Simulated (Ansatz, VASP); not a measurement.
BeS: VASP beside Ansatz

```
CELL_PARAMETERS angstrom
0.00000 2.48353 2.32932
2.32932 0.00000 2.32932
2.32932 2.48353 0.00000
ATOMIC_POSITIONS crystal
Be 0.00000 0.00000 0.00000
S 0.75000 0.75000 0.75000
```

Alike in both runs: task single point; functional PBEsol; k mesh 10 × 10 × 10; occupations gaussian, width 0.05 eV; no spin polarisation.

|  | VASP | Ansatz |
| --- | --- | --- |
| version | VASP 6.6.1 | Ansatz 0.2.0 |
| potentials or method | VASP PAW PBE potentials, release 64 (Be, S), cutoff 520 eV | scalar-relativistic, plane waves, PAW |
| valence electrons in the cell | 8 | 8 |

```csv
,VASP,Ansatz,Ansatz less VASP
gap on the k mesh at the Fermi level (eV),2.49,2.49,-0.004
least direct gap on the mesh (eV),5.45,5.42,-0.030
pressure (GPa),5.4,5.2,-0.17
"traceless stress, the component that is largest in VASP (GPa)",-4.67,-4.69,-0.025
```

VASP's potentials were made for PBE, not for PBEsol. With one functional, cell and mesh, what is left measures potentials, basis and numerics.
